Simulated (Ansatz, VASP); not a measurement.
# Two plane-wave programs on Al

```
CELL_PARAMETERS angstrom
-1.60632 1.60632 -1.60632
-1.60632 -1.60632 1.60632
-0.48190 5.94338 6.90717
ATOMIC_POSITIONS crystal
Al 0.00000 0.73750 0.87500
Al 0.50000 0.46250 0.12500
Al 0.00000 0.88750 0.37500
Al 0.50000 0.31250 0.62500
```

Alike in both runs: task single point; functional PBEsol; k mesh 16 × 16 × 5; occupations gaussian, width 0.15 eV; no spin polarisation.

|  | VASP | Ansatz |
| --- | --- | --- |
| version | VASP 6.6.1 | Ansatz 0.2.0 |
| potentials or method | VASP PAW PBE potentials, release 64 (Al), cutoff 520 eV | scalar-relativistic, plane waves, PAW |
| valence electrons in the cell | 12 | 12 |

Ansatz gave:

```
gap on the k mesh at the Fermi level (eV)                     : none
pressure (GPa)                                                : 0.6
traceless stress, the component that is largest in VASP (GPa) : 1.35
rms of the force components (eV/Å)                            : 0.162
```

Task: What did VASP give for the same quantities?

Result: gap on the k mesh at the Fermi level (eV): none; pressure (GPa): 0.7; traceless stress, the component that is largest in VASP (GPa): 1.35; rms of the force components (eV/Å): 0.163.

VASP's potentials were made for PBE, not for PBEsol, and Ansatz warns of the same on its side. Atom by atom the forces differ by 0.001 eV/Å (rms over components). A gap of «none» marks a metal or a gap that the smearing closes.
